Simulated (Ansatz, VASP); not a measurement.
**SnO2 in VASP and in Ansatz**

INCAR

```
SYSTEM = SnO2
ALGO = Normal ; EDIFF = 1E-7
ENCUT = 520 ; GGA = PE
ISIF = 2 ; ISMEAR = -1
LASPH = .TRUE. ; LCHARG = .TRUE.
LELF = .TRUE. ; LREAL = .FALSE.
LVHAR = .TRUE. ; LWAVE = .FALSE.
NBANDS = 35 ; NELM = 60
PREC = Accurate ; SIGMA = 0.03
```

The input KPOINTS:

```
k-points
0
G
  4 4 6
  0 0 0
```

File POSCAR:

```
SnO2
1.0
    4.7373500000      0.0000000000      0.0000000000
    0.0000000000      4.7373500000      0.0000000000
    0.0000000000      0.0000000000      3.1864000000
Sn O
2 4
Direct
    0.0000000000      0.0000000000      0.0000000000
    0.5000000000      0.5000000000      0.5000000000
    0.3056200000      0.3056200000      0.0000000000
    0.1943800000      0.8056200000      0.5000000000
    0.6943800000      0.6943800000      0.0000000000
    0.8056200000      0.1943800000      0.5000000000
```

Input for Ansatz:

```yaml
crystal:
  lattice:
    - [4.73735, 0.0, 0.0]
    - [0.0, 4.73735, 0.0]
    - [0.0, 0.0, 3.1864]
  atoms:
    - { symbol: Sn, position: [0.0, 0.0, 0.0] }
    - { symbol: Sn, position: [0.5, 0.5, 0.5] }
    - { symbol: O, position: [0.30562, 0.30562, 0.0] }
    - { symbol: O, position: [0.19438, 0.80562, 0.5] }
    - { symbol: O, position: [0.69438, 0.69438, 0.0] }
    - { symbol: O, position: [0.80562, 0.19438, 0.5] }
kpoints:
  mp_grid: { grid: [4, 4, 6] }
  band_path:
    path:
      - [0.0, 0.0, 0.0]
      - [0.0, 0.5, 0.0]
      - [0.5, 0.5, 0.0]
      - [0.0, 0.0, 0.0]
      - [0.0, 0.0, 0.5]
      - [0.0, 0.5, 0.5]
      - [0.5, 0.5, 0.5]
      - [0.0, 0.0, 0.5]
      - [0.0, 0.5, 0.0]
    npoints: 14
scf:
  occupations: { method: fermi_dirac, width: 0.03 }
hamiltonian:
  xc: pbe
  pseudopotentials: { kind: all_electron, lapw: { basis_error: 0.001 } }
output:
  forces: true
  stress: true
  eigenvalues: true
  fatbands: true
  populations: true
  dos: { projected: true, de: 0.2, e_range: [-14, 8] }
```

Alike in both runs: task single point; functional PBE; k mesh 4 × 4 × 6; occupations fermi-dirac, width 0.03 eV; no spin polarisation.

|  | VASP | Ansatz |
| --- | --- | --- |
| version | VASP 6.6.1 | Ansatz 0.2.0 |
| potentials or method | VASP PAW PBE potentials, release 64 (Sn_d, O), cutoff 520 eV | all-electron LAPW, scalar-relativistic |

```tsv
	VASP	Ansatz	Ansatz less VASP
gap on the k mesh at the Fermi level (eV)	1.24	1.26	+0.013
pressure (GPa)	11.5	10.7	-0.77
traceless stress, the component that is largest in VASP (GPa)	1.75	1.53	-0.220
rms of the force components (eV/Å)	0.024	0.016	-0.0087
```

Atom by atom the forces differ by 0.009 eV/Å (rms over components). Ansatz ran all-electron here, and VASP with PAW potentials.
